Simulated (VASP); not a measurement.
# Pd2Pt (Fm-3m) in VASP: notebook

Pd2Pt is run at these levels: PBE; tasks: relaxation of cell and atoms, single point.

All numbers are computed with VASP 6.6.1; they aren't measurements. Logs are shortened: lines on timing, memory, paths and dates and some standing lists are left out, and cuts for length are marked.

**1. The cell of the first run**

Symmetry: Fm-3m, No. 225, cubic system. The conventional cell has a = 5.820 Å, b = 5.820 Å, c = 5.820 Å, α = 90.00°, β = 90.00°, γ = 90.00°. Within 3.3 Å of Pd (site symmetry -43m) lie 4 Pt at 2.52 Å and 6 Pd at 2.91 Å. Pt (site symmetry m-3m) has 8 Pd at 2.52 Å within 3.3 Å.

**2. Relaxation of cell and atoms, PBE**

Input file INCAR:

```
SYSTEM = Pd2Pt
  PREC = Accurate
  ENCUT = 600
  EDIFF = 1E-6
  ISMEAR = 0
  SIGMA = 0.1
  LREAL = .FALSE.
  LASPH = .TRUE.
  NELM = 80
  ALGO = Fast
  ISIF = 3
  LWAVE = .FALSE.
  LCHARG = .FALSE.
  GGA = PE
  IBRION = 2
  NSW = 90
  EDIFFG = -0.04
```

Input file KPOINTS:

```
Automatic mesh
0
G
  6 6 6
  0 0 0
```

Input file POSCAR:

```
Pd2Pt
1.0
    0.0000000000      2.9100617600      2.9100617600
    2.9100617600      0.0000000000      2.9100617600
    2.9100617600      2.9100617600      0.0000000000
Pd Pt
2 1
Direct
    0.2500000000      0.2500000000      0.2500000000
    0.7500000000      0.7500000000      0.7500000000
    0.0000000000      0.0000000000      0.0000000000
```

Potentials or basis: VASP PAW PBE potentials, release 64 (Pd, Pt).

Started as:

```
$ cat potpaw_PBE.64/Pd/POTCAR potpaw_PBE.64/Pt/POTCAR > POTCAR
$ mpirun -np 1 vasp_std > vasp.out
```

OUTCAR:

```text
SYSTEM = Pd2Pt
   PREC = Accurate
   ENCUT = 600
   EDIFF = 1E-6
   ISMEAR = 0
   LREAL = .FALSE.
   LASPH = .TRUE.
   NELM = 80
   ISIF = 3
   GGA = PE
   IBRION = 2
   NSW = 90
   EDIFFG = -0.04

 ion  position               nearest neighbor table
   1  0.250  0.250  0.250-   3 2.52   3 2.52   3 2.52   3 2.52   2 2.91   2 2.91   2 2.91   2 2.91
                             2 2.91   2 2.91
   2  0.750  0.750  0.750-   3 2.52   3 2.52   3 2.52   3 2.52   1 2.91   1 2.91   1 2.91   1 2.91
                             1 2.91   1 2.91
   3  0.000  0.000  0.000-   2 2.52   2 2.52   2 2.52   1 2.52   2 2.52   1 2.52   1 2.52   1 2.52

  LATTYP: Found a face centered cubic cell.
 ALAT       =     5.8201235200

  Lattice vectors:

 A1 = (   0.0000000000,   2.9100617600,   2.9100617600)
 A2 = (   2.9100617600,   0.0000000000,   2.9100617600)
 A3 = (   2.9100617600,   2.9100617600,   0.0000000000)

Analysis of symmetry for initial positions (statically):
=====================================================================
 Subroutine PRICEL returns:
 Original cell was already a primitive cell.

 Routine SETGRP: Setting up the symmetry group for a
 face centered cubic supercell.

 Subroutine GETGRP returns: Found 48 space group operations
 (whereof 48 operations were pure point group operations)
 out of a pool of 48 trial point group operations.

The static configuration has the point symmetry O_h .

Analysis of symmetry for dynamics (positions and initial velocities):
=====================================================================
 Subroutine PRICEL returns:
 Original cell was already a primitive cell.

 Routine SETGRP: Setting up the symmetry group for a
 face centered cubic supercell.

 Subroutine GETGRP returns: Found 48 space group operations
 (whereof 48 operations were pure point group operations)
 out of a pool of 48 trial point group operations.

The dynamic configuration has the point symmetry O_h .

 Subroutine INISYM returns: Found 48 space group operations
 (whereof 48 operations are pure point group operations),
 and found     1 'primitive' translations

----------------------------------------------------------------------------------------

                                     Primitive cell

  volume of cell :      49.2875

  direct lattice vectors                    reciprocal lattice vectors
     0.000000000  2.910061760  2.910061760    -0.171817659  0.171817659  0.171817659
     2.910061760  0.000000000  2.910061760     0.171817659 -0.171817659  0.171817659
     2.910061760  2.910061760  0.000000000     0.171817659  0.171817659 -0.171817659

  length of vectors
     4.115448808  4.115448808  4.115448808     0.297596916  0.297596916  0.297596916

  position of ions in fractional coordinates (direct lattice)
     0.250000000  0.250000000  0.250000000
     0.750000000  0.750000000  0.750000000
     0.000000000  0.000000000  0.000000000

  ion indices of the primitive-cell ions
   primitive index   ion index
                 1           1
                 2           2
                 3           3

----------------------------------------------------------------------------------------

 KPOINTS: Automatic mesh

Automatic generation of k-mesh.
 Grid dimensions read from file:
 generate k-points for:    6    6    6

 Generating k-lattice:

  Cartesian coordinates                     Fractional coordinates (reciprocal lattice)
    -0.028636277  0.028636277  0.028636277     0.166666667  0.000000000  0.000000000
     0.028636277 -0.028636277  0.028636277     0.000000000  0.166666667  0.000000000
     0.028636277  0.028636277 -0.028636277     0.000000000  0.000000000  0.166666667

  Length of vectors
     0.049599486  0.049599486  0.049599486

  Shift w.r.t. Gamma in fractional coordinates (k-lattice)
     0.000000000  0.000000000  0.000000000

 Subroutine IBZKPT returns following result:
 ===========================================

 Found     16 irreducible k-points:

 Following reciprocal coordinates:
            Coordinates               Weight
  0.000000  0.000000  0.000000      1.000000
  0.166667  0.000000  0.000000      8.000000
  0.333333  0.000000  0.000000      8.000000
  0.500000  0.000000  0.000000      4.000000
  0.166667  0.166667  0.000000      6.000000
  0.333333  0.166667  0.000000     24.000000
[... 8 lines left out ...]
 -0.333333  0.333333  0.166667     24.000000
 -0.333333  0.500000  0.166667     12.000000
   k-points           NKPTS =     16   k-points in BZ     NKDIM =     16   number of bands    NBANDS=     19
   number of dos      NEDOS =    301   number of ions     NIONS =      3
   total plane-waves  NPLWV =  46656
   dimension x,y,z NGX =    36 NGY =   36 NGZ =   36
   dimension x,y,z NGXF=    72 NGYF=   72 NGZF=   72
   ions per type =               2   1
   NGX,Y,Z   is equivalent  to a cutoff of  14.54, 14.54, 14.54 a.u.
   NGXF,Y,Z  is equivalent  to a cutoff of  29.08, 29.08, 29.08 a.u.
 SYSTEM =  Pd2Pt
   PREC   = accura    normal or accurate (medium, high low for compatibility)
   ISTART =      0    job   : 0-new  1-cont  2-samecut
   ICHARG =      2    charge: 1-file 2-atom 10-const
   ISPIN  =      1    spin polarized calculation?
   LNONCOLLINEAR =      F non collinear calculations
   LSORBIT =      F    spin-orbit coupling
   LASPH  =      T    aspherical Exc in radial PAW
   ENCUT  =  600.0 eV  44.10 Ry    6.64 a.u.   8.22  8.22  8.22*2*pi/ulx,y,z
   NELM   =     80;   NELMIN=  2; NELMDL= -5     # of ELM steps
   EDIFF  = 0.1E-05   stopping-criterion for ELM
   LREAL  =      F    real-space projection
   EDIFFG = -.4E-01   stopping-criterion for IOM
   NSW    =     90    number of steps for IOM
   IBRION =      2    ionic relax: 0-MD 1-quasi-New 2-CG
   NFREE  =      1    steps in history (QN), initial steepest desc. (CG)
   ISIF   =      3    stress and relaxation
   ISYM   =      2    0-nonsym 1-usesym 2-fastsym
   POTIM  = 0.5000    time-step for ionic-motion
   TEBEG  =    0.0;   TEEND  =   0.0 temperature during run
   PSTRESS=    0.0 pullay stress
   NELECT =      30.0000    total number of electrons
   NUPDOWN=      -1.0000    fix difference up-down
   EMIN   =  10.00;   EMAX   =-10.00  energy-range for DOS
   EFERMI =   0.00;   METHOD = LEGACY
   ISMEAR =     0;   SIGMA  =   0.10  broadening in eV -4-tet -1-fermi 0-gaus
   EFERMI_NEDOS =   21; number of points for ismear=-14 and -15
   IALGO  =     68    algorithm
   IMIX   =      4    mixing-type and parameters
     AMIX     =   0.40;   BMIX     =  1.00
     AMIX_MAG =   1.60;   BMIX_MAG =  1.00
  volume/ion in A,a.u.               =      16.43       110.87
  Fermi-wavevector in a.u.,A,eV,Ry     =   1.387404  2.621814 26.189729  1.924891
  Thomas-Fermi vector in A             =   2.511629
   LORBIT       =      0    0 simple, 1 ext, 2 COOP (PROOUT), +10 PAW based schemes
   GGA     = PE    functional components
   LHFCALC =     F    Hartree Fock is set to
   AEXX    =    0.0000 exact exchange contribution
   IVDW    =     0    specifies the selected vdW correction
   LEPSILON=     F    determine dielectric tensor
   LRPA    =     F    only Hartree local field effects (RPA)
 conjugate gradient relaxation of ions
 non-spin polarized calculation
 RMM-DIIS sequential band-by-band and
 Gauss-broadening in eV      SIGMA  =   0.10
  energy-cutoff  :      600.00
  volume of cell :       49.29
 maximum number of plane-waves:      1676
 NGX is ok and might be reduce to    36
   NGX = 17   NGY = 17   NGZ = 17

--------------------------------------- Ionic step        1  -------------------------------------------

 number of electron      29.9999999 magnetization

 Free energy of the ion-electron system (eV)
  ---------------------------------------------------
  ext. energy  EPLUGINS =         0.00000000
  ---------------------------------------------------
  free energy    TOTEN  =       -14.91061478 eV

  energy without entropy =      -14.88680697  energy(sigma->0) =      -14.89871088

------------------------ aborting loop because EDIFF is reached ----------------------------------------

  FORCE on cell =-STRESS in cart. coord.  units (eV):
  Direction    XX          YY          ZZ          XY          YZ          ZX
  --------------------------------------------------------------------------------------
  -------------------------------------------------------------------------------------
  Total        7.3711181      7.3711181      7.3711181      0.0000000      0.0000000     -0.0000000
  in kB      239.6113244    239.6113244    239.6113244      0.0000000      0.0000000     -0.0000000
  external PRESSURE =     239.6113244 kB  Pullay stress =       0.0000000 kB

 VOLUME and BASIS-vectors are now :
 -----------------------------------------------------------------------------
  energy-cutoff  :      600.00
  volume of cell :       49.29
      direct lattice vectors                 reciprocal lattice vectors
     0.000000000  2.910061760  2.910061760    -0.171817659  0.171817659  0.171817659
     2.910061760  0.000000000  2.910061760     0.171817659 -0.171817659  0.171817659
     2.910061760  2.910061760  0.000000000     0.171817659  0.171817659 -0.171817659
[... 75 lines left out ...]
 POSITION                                       TOTAL-FORCE (eV/Angst)
 -----------------------------------------------------------------------------------
      1.51921      1.51921      1.51921         0.000000      0.000000      0.000000
      4.55763      4.55763      4.55763        -0.000000     -0.000000     -0.000000
      0.00000      0.00000     -0.00000         0.000000      0.000000      0.000000
 -----------------------------------------------------------------------------------
    total drift:                                0.000000      0.000000      0.000000

  FREE ENERGIE OF THE ION-ELECTRON SYSTEM (eV)
  ---------------------------------------------------
  free  energy   TOTEN  =       -15.3286011578 eV

  energy  without entropy=      -15.2974770992  energy(sigma->0) =      -15.31303913

--------------------------------------- Ionic step        4  -------------------------------------------

 number of electron      29.9999999 magnetization

 Free energy of the ion-electron system (eV)
  ---------------------------------------------------
  ext. energy  EPLUGINS =         0.00000000
  ---------------------------------------------------
  free energy    TOTEN  =       -15.33007562 eV

  energy without entropy =      -15.29940119  energy(sigma->0) =      -15.31473841

 E-fermi :   7.0337     XC(G=0): -11.7215

 val. band max:        7.0297502840   @ k =   0.5000   0.0000   0.0000
 cond. band min:       7.0883236334   @ k =  -0.1667   0.1667   0.0000
 fundamental gap:      0.0585733494
 Fermi energy:         7.0337356554

 k-point     1 :       0.0000    0.0000    0.0000
  band No.  band energies     occupation
      1       0.2826      2.00000
      2       2.4126      2.00000
      3       2.4126      2.00000
      4       3.4560      2.00000
      5       3.4560      2.00000
      6       3.4560      2.00000
[... 11 lines left out ...]
     18      16.7912      0.00000
     19      16.7912      0.00000
[... 350 lines left out ...]
 POSITION                                       TOTAL-FORCE (eV/Angst)
 -----------------------------------------------------------------------------------
      1.51598      1.51598      1.51598         0.000000      0.000000      0.000000
      4.54795      4.54795      4.54795        -0.000000     -0.000000     -0.000000
      0.00000      0.00000      0.00000         0.000000     -0.000000      0.000000
 -----------------------------------------------------------------------------------
    total drift:                                0.000000      0.000000      0.000000

  FREE ENERGIE OF THE ION-ELECTRON SYSTEM (eV)
  ---------------------------------------------------
  free  energy   TOTEN  =       -15.3300756242 eV

  energy  without entropy=      -15.2994011936  energy(sigma->0) =      -15.31473841

 reached required accuracy - stopping structural energy minimisation
```

It took 2.9 min on 1 thread of AMD EPYC 7R43 (Zen 3), shared host; peak memory 0.2 GiB.

What came out:

| Item | Value |
| --- | --- |
| Free energy | -15.3301 eV |
| Relaxed volume | 18.58 Å³/atom |
| Relaxed cell | a = 4.288 Å, b = 4.288 Å, c = 4.288 Å, α = 60.00°, β = 60.00°, γ = 60.00° |
| Space group after relaxing (to 0.05 Å) | Fm-3m (No. 225) |
| Energy gained by relaxing | 139.8 meV/atom |
| Ionic steps | 4 |
| Pressure after relaxing | -0.2 GPa |
| Band gap on the k mesh | zero (band 15 reaches 7.48 eV, above the bottom of band 16 at 6.58 eV) |

The path:
```csv
step,energy change (eV),largest force (eV/Å),pressure (GPa),volume (Å³)
1,0.0000,0.0000,23.96,49.29
2,0.4546,0.0000,-16.46,68.97
3,-0.4180,0.0000,-1.11,56.10
4,-0.4195,0.0000,-0.21,55.74
```

Final structure:
```cif
data_structure
_symmetry_space_group_name_H-M 'P 1'
_symmetry_Int_Tables_number 1
_cell_length_a 4.2879
_cell_length_b 4.2879
_cell_length_c 4.2879
_cell_angle_alpha 60.000
_cell_angle_beta 60.000
_cell_angle_gamma 60.000
_cell_volume 55.74
loop_
_atom_site_label
_atom_site_type_symbol
_atom_site_fract_x
_atom_site_fract_y
_atom_site_fract_z
_atom_site_occupancy
Pd1 Pd 0.25000 0.25000 0.25000 1
Pd2 Pd 0.75000 0.75000 0.75000 1
Pt1 Pt 0.00000 0.00000 0.00000 1
```

Levels at points of the mesh, in eV from the Fermi level:
| k point | band 12 | band 13 | band 14 | band 15 | band 16 | band 17 | band 18 | band 19 |
| --- | --- | --- | --- | --- | --- | --- | --- | --- |
| (0.00, 0.00, 0.00) | -0.49 | -0.46 | -0.46 | -0.45 | -0.45 | 8.75 | 9.76 | 9.76 |
| (0.50, 0.00, 0.00) | -1.22 | -0.67 | -0.67 | 0.00 | 0.00 | 1.02 | 7.41 | 7.41 |
| (0.50, 0.50, 0.00) | -0.89 | -0.51 | 0.23 | 0.23 | 0.84 | 1.36 | 2.61 | 2.61 |

Caveat: spin-orbit coupling is left out, which moves the levels of the heavy elements.

**3. Single point, PBE, collinear spin, ferromagnetic start**

This run uses another cell than the first one, of 18.60 Å³/atom, 1.132 times its volume.

Input file INCAR:

```
SYSTEM = Pd2Pt
  ALGO = Normal
  EDIFF = 1E-7
  ENCUT = 520
  GGA = PE
  ISIF = 2
  ISMEAR = 0
  ISPIN = 2
  LASPH = .True.
  LCHARG = .False.
  LMAXMIX = 4
  LORBIT = 11
  LREAL = .False.
  LWAVE = .False.
  MAGMOM = 1 1 0
  NBANDS = 26
  NELM = 150
  PREC = Accurate
  SIGMA = 0.1
```

Input file KPOINTS:

```
k-points
0
Gamma
  6 6 6
  0 0 0
```

Input file POSCAR:

```
Pd2Pt
1.0
    0.0000000000      3.0330412961      3.0330412961
    3.0330412961      0.0000000000      3.0330412961
    3.0330412961      3.0330412961      0.0000000000
Pd Pt
2 1
Direct
    0.2500000000      0.2500000000      0.2500000000
    0.7500000000      0.7500000000      0.7500000000
    0.0000000000      0.0000000000      0.0000000000
```

Potentials or basis: VASP PAW PBE potentials, release 64 (Pd, Pt).

Started as:

```
$ cat potpaw_PBE.64/Pd/POTCAR potpaw_PBE.64/Pt/POTCAR > POTCAR
$ mpirun -np 1 vasp_std > vasp.out
```

Wall time 75 s (1 thread of AMD EPYC 7R43 (Zen 3), shared host); peak memory 0.18 GiB.

Results (log left out):

| Item | Value |
| --- | --- |
| Free energy | -15.3340 eV |
| Pressure | -0.3 GPa |
| Band gap on the k mesh | zero (filled and empty bands overlap) |
| Net moment | 0.00 μB per cell |
| Valence electrons inside the program's atomic spheres | Pd 9.31; Pt 9.26 |

Levels at points of the mesh, in eV from the Fermi level:
Spin up:
```
           k point  band 12  band 13  band 14  band 15  band 16  band 17  band 18  band 19
(0.00, 0.00, 0.00)    -0.49    -0.46    -0.46    -0.45    -0.45     8.75     9.75     9.75
(0.50, 0.00, 0.00)    -1.22    -0.67    -0.67     0.00     0.00     1.02     7.41     7.41
(0.50, 0.50, 0.00)    -0.89    -0.51     0.23     0.23     0.84     1.35     2.61     2.61
```
Spin down:
```csv
k point,band 13,band 14,band 15,band 16,band 17,band 18
"(0.00, 0.00, 0.00)",-0.46,-0.46,-0.45,-0.45,8.75,9.75
"(0.50, 0.00, 0.00)",-0.67,-0.67,0.00,0.00,1.02,7.41
"(0.50, 0.50, 0.00)",-0.51,0.23,0.23,0.84,1.35,2.61
```

Caveat: spin-orbit coupling is left out, which moves the levels of the heavy elements.

[end of part 1 of 2]
